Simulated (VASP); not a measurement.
A run of VASP 6.6.1 is set up as follows.

The input INCAR:

```
SYSTEM = ScAl3
PREC = Accurate
ENCUT = 520
EDIFF = 1E-7
ISMEAR = -1
SIGMA = 0.15
LREAL = .FALSE.
LASPH = .TRUE.
NELM = 100
ALGO = Normal
ISIF = 2
LWAVE = .FALSE.
LCHARG = .TRUE.
GGA = PE
LELF = .TRUE.
LVHAR = .TRUE.
NBANDS = 18
```

Contents of KPOINTS:

```
regular mesh
0
G
  10 10 10
  0 0 0
```

POSCAR

```
ScAl3
1.0
    4.1081511378      0.0000000000      0.0000000000
    0.0000000000      4.1081511378      0.0000000000
    0.0000000000      0.0000000000      4.1081511378
Sc Al
1 3
Direct
    0.0000000000      0.0000000000      0.0000000000
    0.5000000000      0.0000000000      0.5000000000
    0.0000000000      0.5000000000      0.5000000000
    0.5000000000      0.5000000000      0.0000000000
```

Potentials or basis: VASP PAW PBE potentials, release 64 (Sc_sv, Al).

The run is started by

```sh
$ cat potpaw_PBE.64/Sc_sv/POTCAR potpaw_PBE.64/Al/POTCAR > POTCAR
$ mpirun -np 1 vasp_std > vasp.out
```

(1) Estimate the pressure.

(2) Predict the band gap on the k mesh.

Results:

(1) 0.0 GPa.

(2) zero (band 10 reaches 7.93 eV, above the bottom of band 11 at 4.20 eV).
